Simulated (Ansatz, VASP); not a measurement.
CdS: VASP beside Ansatz

POSCAR

```
CdS
1.0
    0.0000000000      2.8569628861      2.8569628861
    2.8569628861      0.0000000000      2.8569628861
    2.8569628861      2.8569628861      0.0000000000
Cd S
1 1
Direct
    0.0000000000      0.0000000000      0.0000000000
    0.7500000000      0.7500000000      0.7500000000
```

Contents of INCAR.step1:

```
PREC = Accurate
ENCUT = 520
EDIFF = 1E-5
ISMEAR = -1
SIGMA = 0.05
LREAL = F
LASPH = T
NELM = 100
ALGO = Normal
ISIF = 2
LWAVE = T
LCHARG = F
NBANDS = 16
GGA = PE
```

Contents of INCAR.step2:

```
PREC = Accurate
ENCUT = 520
EDIFF = 1E-7
ISMEAR = -1
SIGMA = 0.05
LREAL = F
LASPH = T
NELM = 100
ALGO = Normal
ISIF = 2
LWAVE = F
LCHARG = F
GGA = PS
LHFCALC = T
AEXX = 0.25
HFSCREEN = 0.207
PRECFOCK = Normal
NBANDS = 16
ISTART = 1
```

File KPOINTS:

```
regular mesh
0
Gamma
  4 4 4
```

input.yaml

```yaml
crystal:
  lattice:
    - [0.0, 2.8569628861, 2.8569628861]
    - [2.8569628861, 0.0, 2.8569628861]
    - [2.8569628861, 2.8569628861, 0.0]
  atoms:
    - { symbol: Cd, position: [0.0, 0.0, 0.0] }
    - { symbol: S, position: [0.75, 0.75, 0.75] }
hamiltonian:
  xc:
    exchange: hjs_pbesol
    correlation: pbesol
    exx: { coeff: 0.25, omega: 0.207 }
  pseudopotentials: { kind: paw }
kpoints:
  mp_grid: { grid: [4, 4, 4] }
scf:
  occupations: { method: fermi_dirac, width: 0.05 }
output:
  forces: true
  stress: true
  eigenvalues: true
```

Alike in both runs: task single point; functional PBEsol-based screened hybrid; k mesh 4 × 4 × 4; occupations fermi-dirac, width 0.05 eV; no spin polarisation.

|  | VASP | Ansatz |
| --- | --- | --- |
| version | VASP 6.6.1 | Ansatz 0.2.0 |
| potentials or method | VASP PAW PBE potentials, release 64 (Cd, S) | Ansatz PAW |
| plane-wave cutoff (eV) | 520 | 420 |
| valence electrons in the cell | 18 | 26 |

|  | VASP | Ansatz | Ansatz less VASP |
| --- | --- | --- | --- |
| gap on the k mesh at the Fermi level (eV) | 2.18 | 2.17 | -0.012 |
| least direct gap on the mesh (eV) | 2.18 | 2.17 | -0.012 |
| pressure (GPa) | 4.6 | 4.1 | -0.45 |

VASP's potentials were made for PBE, not for PBEsol-based screened hybrid. With one functional, cell and mesh, what is left measures potentials, basis and numerics. VASP's potentials hold 18 valence electrons a cell and Ansatz's 26, so a difference there can come from the potentials and not from the codes.

The k mesh is coarse, so the values compare programs but aren't converged.
